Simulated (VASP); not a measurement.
# As (Pm-3m) in VASP: single point with LDA

Aim: the single point of As with LDA.

Program: VASP 6.6.1. These are calculated values, not measurements. Logs are shortened: lines on timing, memory, paths and dates and some standing lists are left out, and cuts for length are marked.

### Step 1. The cell of the first run

The structure is cubic, space group Pm-3m (No. 221). Conventional cell: a = 2.704 Å, b = 2.704 Å, c = 2.704 Å, α = 90.00°, β = 90.00°, γ = 90.00°. As (site symmetry m-3m) has 6 As at 2.70 Å within 3.6 Å.

### Step 2. Single point, LDA

File INCAR:

```
ALGO = Normal
EDIFF = 1E-6
ENCUT = 500
GGA = CA
GGA_COMPAT = F
ISIF = 2
ISMEAR = 0
LASPH = T
LCHARG = T
LELF = T
LREAL = F
LVHAR = T
LWAVE = F
NBANDS = 8
NELM = 120
PREC = Accurate
SIGMA = 0.1
```

File KPOINTS:

```
k-points
0
Gamma
  6 6 6
```

File POSCAR:

```
As
1.0
    2.7036817444      0.0000000000      0.0000000000
    0.0000000000      2.7036817444      0.0000000000
    0.0000000000      0.0000000000      2.7036817444
As
1
Direct
    0.5000000000      0.5000000000      0.5000000000
```

Potentials or basis: VASP PAW LDA potentials, release 64 (As).

On the command line:

```
> cat potpaw_LDA.64/As/POTCAR > POTCAR
> mpirun -np 1 vasp_std > vasp.out
```

OUTCAR:

```text
EDIFF = 1E-6
   ENCUT = 500
   GGA = CA
   ISIF = 2
   ISMEAR = 0
   LASPH = T
   LREAL = F
   NELM = 120
   PREC = Accurate

 ion  position               nearest neighbor table
   1  0.500  0.500  0.500-

  LATTYP: Found a simple cubic cell.
 ALAT       =     2.7036817444

  Lattice vectors:

 A1 = (   2.7036817444,   0.0000000000,   0.0000000000)
 A2 = (   0.0000000000,   2.7036817444,   0.0000000000)
 A3 = (   0.0000000000,   0.0000000000,   2.7036817444)

Analysis of symmetry for initial positions (statically):
=====================================================================
 Subroutine PRICEL returns:
 Original cell was already a primitive cell.

 Routine SETGRP: Setting up the symmetry group for a
 simple cubic supercell.

 Subroutine GETGRP returns: Found 48 space group operations
 (whereof 48 operations were pure point group operations)
 out of a pool of 48 trial point group operations.

The static configuration has the point symmetry O_h .

Analysis of symmetry for dynamics (positions and initial velocities):
=====================================================================
 Subroutine PRICEL returns:
 Original cell was already a primitive cell.

 Routine SETGRP: Setting up the symmetry group for a
 simple cubic supercell.

 Subroutine GETGRP returns: Found 48 space group operations
 (whereof 48 operations were pure point group operations)
 out of a pool of 48 trial point group operations.

The dynamic configuration has the point symmetry O_h .

 Subroutine INISYM returns: Found 48 space group operations
 (whereof 48 operations are pure point group operations),
 and found     1 'primitive' translations

----------------------------------------------------------------------------------------

                                     Primitive cell

  volume of cell :      19.7636

  direct lattice vectors                    reciprocal lattice vectors
     2.703681744  0.000000000  0.000000000     0.369866018  0.000000000  0.000000000
     0.000000000  2.703681744  0.000000000     0.000000000  0.369866018  0.000000000
     0.000000000  0.000000000  2.703681744     0.000000000  0.000000000  0.369866018

  length of vectors
     2.703681744  2.703681744  2.703681744     0.369866018  0.369866018  0.369866018

  position of ions in fractional coordinates (direct lattice)
     0.500000000  0.500000000  0.500000000

  ion indices of the primitive-cell ions
   primitive index   ion index
                 1           1

----------------------------------------------------------------------------------------

 KPOINTS: k-points

Automatic generation of k-mesh.
 Grid dimensions read from file:
 generate k-points for:    6    6    6

 Generating k-lattice:

  Cartesian coordinates                     Fractional coordinates (reciprocal lattice)
     0.061644336  0.000000000  0.000000000     0.166666667  0.000000000  0.000000000
     0.000000000  0.061644336  0.000000000     0.000000000  0.166666667  0.000000000
     0.000000000  0.000000000  0.061644336     0.000000000  0.000000000  0.166666667

  Length of vectors
     0.061644336  0.061644336  0.061644336

  Shift w.r.t. Gamma in fractional coordinates (k-lattice)
     0.000000000  0.000000000  0.000000000

 Subroutine IBZKPT returns following result:
 ===========================================

 Found     20 irreducible k-points:

 Following reciprocal coordinates:
            Coordinates               Weight
  0.000000  0.000000  0.000000      1.000000
  0.166667  0.000000  0.000000      6.000000
  0.333333  0.000000  0.000000      6.000000
  0.500000  0.000000  0.000000      3.000000
  0.166667  0.166667  0.000000     12.000000
  0.333333  0.166667  0.000000     24.000000
[... 12 lines left out ...]
  0.500000  0.500000  0.333333      6.000000
  0.500000  0.500000  0.500000      1.000000
   k-points           NKPTS =     20   k-points in BZ     NKDIM =     20   number of bands    NBANDS=      8
   number of dos      NEDOS =    301   number of ions     NIONS =      1
   total plane-waves  NPLWV =   8000
   dimension x,y,z NGX =    20 NGY =   20 NGZ =   20
   dimension x,y,z NGXF=    40 NGYF=   40 NGZF=   40
   ions per type =               1
   NGX,Y,Z   is equivalent  to a cutoff of  12.30, 12.30, 12.30 a.u.
   NGXF,Y,Z  is equivalent  to a cutoff of  24.60, 24.60, 24.60 a.u.
 SYSTEM =  unknown system
   PREC   = accura    normal or accurate (medium, high low for compatibility)
   ISTART =      0    job   : 0-new  1-cont  2-samecut
   ICHARG =      2    charge: 1-file 2-atom 10-const
   ISPIN  =      1    spin polarized calculation?
   LNONCOLLINEAR =      F non collinear calculations
   LSORBIT =      F    spin-orbit coupling
   LASPH  =      T    aspherical Exc in radial PAW
   ENCUT  =  500.0 eV  36.75 Ry    6.06 a.u.   4.93  4.93  4.93*2*pi/ulx,y,z
   NELM   =    120;   NELMIN=  2; NELMDL= -5     # of ELM steps
   EDIFF  = 0.1E-05   stopping-criterion for ELM
   LREAL  =      F    real-space projection
   EDIFFG = 0.1E-04   stopping-criterion for IOM
   NSW    =      0    number of steps for IOM
   IBRION =     -1    ionic relax: 0-MD 1-quasi-New 2-CG
   NFREE  =      0    steps in history (QN), initial steepest desc. (CG)
   ISIF   =      2    stress and relaxation
   ISYM   =      2    0-nonsym 1-usesym 2-fastsym
   POTIM  = 0.5000    time-step for ionic-motion
   TEBEG  =    0.0;   TEEND  =   0.0 temperature during run
   PSTRESS=    0.0 pullay stress
   NELECT =       5.0000    total number of electrons
   NUPDOWN=      -1.0000    fix difference up-down
   EMIN   =  10.00;   EMAX   =-10.00  energy-range for DOS
   EFERMI =   0.00;   METHOD = LEGACY
   ISMEAR =     0;   SIGMA  =   0.10  broadening in eV -4-tet -1-fermi 0-gaus
   EFERMI_NEDOS =   21; number of points for ismear=-14 and -15
   IALGO  =     38    algorithm
   IMIX   =      4    mixing-type and parameters
     AMIX     =   0.40;   BMIX     =  1.00
     AMIX_MAG =   1.60;   BMIX_MAG =  1.00
  volume/ion in A,a.u.               =      19.76       133.37
  Fermi-wavevector in a.u.,A,eV,Ry     =   1.035403  1.956627 14.586243  1.072059
  Thomas-Fermi vector in A             =   2.169744
   LORBIT       =      0    0 simple, 1 ext, 2 COOP (PROOUT), +10 PAW based schemes
   GGA     = CA    functional components
   LHFCALC =     F    Hartree Fock is set to
   AEXX    =    0.0000 exact exchange contribution
   IVDW    =     0    specifies the selected vdW correction
   LEPSILON=     F    determine dielectric tensor
   LRPA    =     F    only Hartree local field effects (RPA)
 non-spin polarized calculation
 Gauss-broadening in eV      SIGMA  =   0.10
  energy-cutoff  :      500.00
  volume of cell :       19.76
 maximum number of plane-waves:       512
 NGX is ok and might be reduce to    20
   NGX =  9   NGY =  9   NGZ =  9

 number of electron       5.0000001 magnetization

 Free energy of the ion-electron system (eV)
  ---------------------------------------------------
  ext. energy  EPLUGINS =         0.00000000
  ---------------------------------------------------
  free energy    TOTEN  =        -5.34153922 eV

  energy without entropy =       -5.33703699  energy(sigma->0) =       -5.33928811

 E-fermi :   6.2864     XC(G=0): -10.5876

 val. band max:        6.2288484434   @ k =   0.1667   0.1667   0.0000
 cond. band min:       6.3439208129   @ k =   0.5000   0.3333   0.3333
 fundamental gap:      0.1150723695
 Fermi energy:         6.2863851548

 k-point     1 :       0.0000    0.0000    0.0000
  band No.  band energies     occupation
      1      -9.0379      2.00000
      2      10.0486      0.00000
      3      10.0486      0.00000
      4      10.0486      0.00000
      5      14.5291      0.00000
      6      14.5291      0.00000
      7      16.3604      0.00000
      8      30.8503      0.00000

 k-point     2 :       0.1667    0.0000    0.0000
  band No.  band energies     occupation
      1      -8.5320      2.00000
      2       5.9824      1.99998
      3      10.4857      0.00000
      4      10.4857      0.00000
      5      14.9823      0.00000
      6      16.1907      0.00000
      7      20.0563      0.00000
      8      26.5368      0.00000

 k-point     3 :       0.3333    0.0000    0.0000
  band No.  band energies     occupation
      1      -7.1305      2.00000
      2       1.3570      2.00000
      3      11.5765      0.00000
      4      11.5765      0.00000
      5      16.2128      0.00000
      6      17.7797      0.00000
      7      22.4654      0.00000
      8      22.4654      0.00000

 k-point     4 :       0.5000    0.0000    0.0000
  band No.  band energies     occupation
      1      -5.9084      2.00000
      2      -0.9810      2.00000
      3      12.3184      0.00000
      4      12.3184      0.00000
      5      17.2220      0.00000
      6      19.9677      0.00000
      7      20.6899      0.00000
      8      20.7170      0.00000

 k-point     5 :       0.1667    0.1667    0.0000
  band No.  band energies     occupation
      1      -8.0261      2.00000
      2       6.2288      1.58418
      3       6.6927      0.00000
      4      10.9206      0.00000
      5      16.0340      0.00000
      6      19.8607      0.00000
      7      20.2351      0.00000
      8      23.0192      0.00000
[... 133 lines left out ...]
 k-point    18 :       0.5000    0.3333    0.3333
  band No.  band energies     occupation
      1      -2.0042      2.00000
      2       2.4243      2.00000
      3       5.3010      2.00000
      4       6.3439      0.41583
      5      11.9329      0.00000
      6      12.9850      0.00000
      7      15.7293      0.00000
      8      20.3690      0.00000

 k-point    19 :       0.5000    0.5000    0.3333
  band No.  band energies     occupation
      1      -0.6304      2.00000
      2       3.3086      2.00000
      3       3.3086      2.00000
      4       6.7548      0.00000
      5      10.4400      0.00000
      6      13.8077      0.00000
      7      13.8077      0.00000
      8      17.9758      0.00000

 k-point    20 :       0.5000    0.5000    0.5000
  band No.  band energies     occupation
      1       0.9225      2.00000
      2       4.1298      2.00000
      3       4.1298      2.00000
      4       4.1298      2.00000
      5      11.9159      0.00000
      6      11.9159      0.00000
      7      11.9159      0.00000
      8      15.3893      0.00000

------------------------ aborting loop because EDIFF is reached ----------------------------------------

  FORCE on cell =-STRESS in cart. coord.  units (eV):
  Direction    XX          YY          ZZ          XY          YZ          ZX
  --------------------------------------------------------------------------------------
  -------------------------------------------------------------------------------------
  Total       -0.2751712     -0.2751712     -0.2751712      0.0000000      0.0000000      0.0000000
  in kB      -22.3072925    -22.3072925    -22.3072925      0.0000000      0.0000000      0.0000000
  external PRESSURE =     -22.3072925 kB  Pullay stress =       0.0000000 kB

 VOLUME and BASIS-vectors are now :
 -----------------------------------------------------------------------------
  energy-cutoff  :      500.00
  volume of cell :       19.76
      direct lattice vectors                 reciprocal lattice vectors
     2.703681744  0.000000000  0.000000000     0.369866018  0.000000000  0.000000000
     0.000000000  2.703681744  0.000000000     0.000000000  0.369866018  0.000000000
     0.000000000  0.000000000  2.703681744     0.000000000  0.000000000  0.369866018

 POSITION                                       TOTAL-FORCE (eV/Angst)
 -----------------------------------------------------------------------------------
      1.35184      1.35184      1.35184         0.000000      0.000000      0.000000
 -----------------------------------------------------------------------------------
    total drift:                                0.000000      0.000000      0.000000

  FREE ENERGIE OF THE ION-ELECTRON SYSTEM (eV)
  ---------------------------------------------------
  free  energy   TOTEN  =        -5.3415392219 eV

  energy  without entropy=       -5.3370369893  energy(sigma->0) =       -5.33928811
```

It took 4.9 s on 1 thread of Intel Xeon 8259CL, shared host; peak memory 0.11 GiB.

What came out:

```yaml
Free_energy: -5.3415 eV
Pressure: -2.2 GPa
```

Caveat: the k points lie up to 0.39 Å⁻¹ apart.
